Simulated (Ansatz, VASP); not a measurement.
# I: VASP beside Ansatz

```
I
1.0
     2.41396    1.39370    4.08035
    -2.41396    1.39370    4.08035
     0.00000   -2.78740    4.08035
I
2
Direct
  0.25000 0.25000 0.25000
  0.75000 0.75000 0.75000
```

Alike in both runs: functional r2SCAN; k mesh 6 × 6 × 6; occupations gaussian, width 0.1 eV; no spin polarisation.

Ansatz relaxed the structure, and its values are those at the end. VASP's run is a single point on that final structure, the one shown.

|  | VASP | Ansatz |
| --- | --- | --- |
| version | VASP 6.6.1 | Ansatz 0.2.0 |
| potentials or method | VASP PAW PBE potentials, release 64 (I), cutoff 520 eV | scalar-relativistic, plane waves, PAW |
| valence electrons in the cell | 14 | 34 |

VASP gave:

```
gap on the k mesh at the Fermi level (eV) : none
pressure (GPa)                            : -0.1
```

Q: Estimate Ansatz's values.

A: gap on the k mesh at the Fermi level (eV): none; pressure (GPa): 0.0.

VASP's potentials were made for PBE, not for r2SCAN. A gap of «none» marks a metal or a gap that the smearing closes. The functional is the same, so the differences come from potentials, cutoffs and numerics. VASP's potentials hold 14 valence electrons a cell and Ansatz's 34, so a difference there can come from the potentials and not from the codes.

Spin-orbit coupling is off throughout.
